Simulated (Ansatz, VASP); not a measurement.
# One calculation of SiNi, two programs

INCAR

```
  PREC = Accurate
  ENCUT = 520
  EDIFF = 1E-6
  ISMEAR = -1
  SIGMA = 0.1
  LREAL = False
  LASPH = True
  NELM = 80
  ALGO = Normal
  ISIF = 2
  LWAVE = False
  LCHARG = True
  GGA = PS
  LELF = True
  LVHAR = True
  NBANDS = 38
```

The input KPOINTS:

```
regular mesh
0
Gamma
  7 10 6
```

Contents of POSCAR:

```
SiNi
1.0
    5.2363902500      0.0000000000      0.0000000000
    0.0000000000      3.3789399600      0.0000000000
    0.0000000000      0.0000000000      5.6734731100
Ni Si
4 4
Direct
    0.0077900000      0.2500000000      0.1875200000
    0.4922100000      0.7500000000      0.6875200000
    0.5077900000      0.2500000000      0.3124800000
    0.9922100000      0.7500000000      0.8124800000
    0.3212800000      0.7500000000      0.0825000000
    0.1787200000      0.2500000000      0.5825000000
    0.8212800000      0.7500000000      0.4175000000
    0.6787200000      0.2500000000      0.9175000000
```

Input for Ansatz:

```yaml
crystal:
  lattice:
    - [5.23639025, 0.0, 0.0]
    - [0.0, 3.37893996, 0.0]
    - [0.0, 0.0, 5.67347311]
  atoms:
    - { symbol: Ni, position: [0.00779, 0.25, 0.18752] }
    - { symbol: Ni, position: [0.49221, 0.75, 0.68752] }
    - { symbol: Ni, position: [0.50779, 0.25, 0.31248] }
    - { symbol: Ni, position: [0.99221, 0.75, 0.81248] }
    - { symbol: Si, position: [0.32128, 0.75, 0.0825] }
    - { symbol: Si, position: [0.17872, 0.25, 0.5825] }
    - { symbol: Si, position: [0.82128, 0.75, 0.4175] }
    - { symbol: Si, position: [0.67872, 0.25, 0.9175] }
  symmetry: { tolerance: 0.0003 }
kpoints:
  mp_grid: { grid: [7, 10, 6], shift: [0, 0, 0] }
  band_path:
    path:
      - [0.0, 0.0, 0.0]
      - [0.5, 0.0, 0.0]
      - [0.5, 0.5, 0.0]
      - [0.0, 0.5, 0.0]
      - [0.0, 0.0, 0.0]
      - [0.0, 0.0, 0.5]
      - [0.5, 0.0, 0.5]
      - [0.5, 0.5, 0.5]
      - [0.0, 0.5, 0.5]
      - [0.0, 0.0, 0.5]
      - [0.5, 0.0, 0.0]
    npoints: 6
magnetization:
  spin_polarized: false
scf:
  occupations: { method: fermi_dirac }
  lower_state_search: "off"
  max_iter: 200
hamiltonian:
  pseudopotentials: { kind: paw }
  xc: pbesol
basis:
  ecutwfc: 420
  fft_grid_basis: typed
output:
  forces: true
  stress: true
  eigenvalues: true
  bader: true
  populations: true
  elf: true
  write_potential: true
  volumetric_format: npy
  dos:
    e_range: [-12, 8]
    de: 0.05
    projected: { site_lists: { Ni: [Ni], Si: [Si] } }
checkpoint:
  read: saved_state
```

Alike in both runs: task single point; functional PBEsol; k mesh 7 × 10 × 6; no spin polarisation.

|  | VASP | Ansatz |
| --- | --- | --- |
| version | VASP 6.6.1 | Ansatz 0.2.0 |
| potentials or method | VASP PAW PBE potentials, release 64 (Ni, Si), cutoff 520 eV | PAW plane waves |
| occupations | fermi-dirac, width 0.1 eV | fermi-dirac |
| valence electrons in the cell | 56 | 88 |

|  | VASP | Ansatz | Ansatz less VASP |
| --- | --- | --- | --- |
| pressure (GPa) | -9.9 | -10.1 | -0.20 |
| traceless stress, the component that is largest in VASP (GPa) | -0.19 | -0.26 | -0.071 |
| rms of the force components (eV/Å) | 0.063 | 0.065 | +0.0021 |

VASP's potentials were made for PBE, not for PBEsol. Atom by atom the forces differ by 0.005 eV/Å (rms over components). VASP's potentials hold 56 valence electrons a cell and Ansatz's 88, so a difference there can come from the potentials and not from the codes.
